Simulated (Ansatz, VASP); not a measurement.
## F: VASP beside Ansatz

Contents of INCAR:

```
SYSTEM = F
  PREC = Accurate
  ENCUT = 520
  EDIFF = 1E-6
  ISMEAR = 0
  SIGMA = 0.05
  LREAL = .False.
  LASPH = .True.
  NELM = 60
  ALGO = Normal
  ISIF = 2
  LWAVE = .False.
  LCHARG = .False.
  GGA = PE
  IVDW = 12
  NBANDS = 22
```

Contents of KPOINTS:

```
regular mesh
0
Gamma
  8 8 4
  0 0 0
```

POSCAR

```
F
1.0
    2.7240385139     -1.7663587433      0.2874757774
    2.7240385139      1.7663587433      0.2874757774
   -0.8220023985      0.0000000000      6.6535881265
F
4
Direct
    0.9138648456      0.5855481450      0.0939279973
    0.4144518550      0.0861351544      0.4060720027
    0.0861351544      0.4144518550      0.9060720027
    0.5855481450      0.9138648456      0.5939279973
```

Input for Ansatz:

```yaml
crystal:
  lattice:
    - [2.7240385139, -1.7663587433, 0.2874757774]
    - [2.7240385139, 1.7663587433, 0.2874757774]
    - [-0.8220023985, 0.0, 6.6535881265]
  atoms:
    - { symbol: F, position: [0.9138648456, 0.585548145, 0.0939279973] }
    - { symbol: F, position: [0.414451855, 0.0861351544, 0.4060720027] }
    - { symbol: F, position: [0.0861351544, 0.414451855, 0.9060720027] }
    - { symbol: F, position: [0.585548145, 0.9138648456, 0.5939279973] }
basis:
  ecutwfc: 520.0
kpoints:
  mp_grid: { grid: [8, 8, 4] }
hamiltonian:
  xc: pbe
  dispersion: d3bj
scf:
  occupations: { method: gaussian, width: 0.05 }
output:
  forces: true
  stress: true
  eigenvalues: true
```

Change from the starting cell: volume 16.216 Å^3 an atom, stretch along a over the lengths across it, relative to the relaxed cell 0.9802.

Alike in both runs: task single point; functional PBE; dispersion D3(BJ); k mesh 8 × 8 × 4; occupations gaussian, width 0.05 eV; no spin polarisation.

```csv
,VASP,Ansatz
version,VASP 6.6.1,Ansatz 0.2.0
potentials or method,"VASP PAW PBE potentials, release 64 (F), cutoff 520 eV","scalar-relativistic, plane waves, PAW"
valence electrons in the cell,28,28
```

Ansatz gave:

```
gap on the k mesh at the Fermi level (eV)                     : 3.23
least direct gap on the mesh (eV)                             : 3.23
pressure (GPa)                                                : 1.9
traceless stress, the component that is largest in VASP (GPa) : 2.31
rms of the force components (eV/Å)                            : 0.409
```

Problem. Which values does VASP return?

Solution. gap on the k mesh at the Fermi level (eV): 3.15; least direct gap on the mesh (eV): 3.15; pressure (GPa): 2.3; traceless stress, the component that is largest in VASP (GPa): 3.63; rms of the force components (eV/Å): 0.644.

Atom by atom the forces differ by 0.235 eV/Å (rms over components).
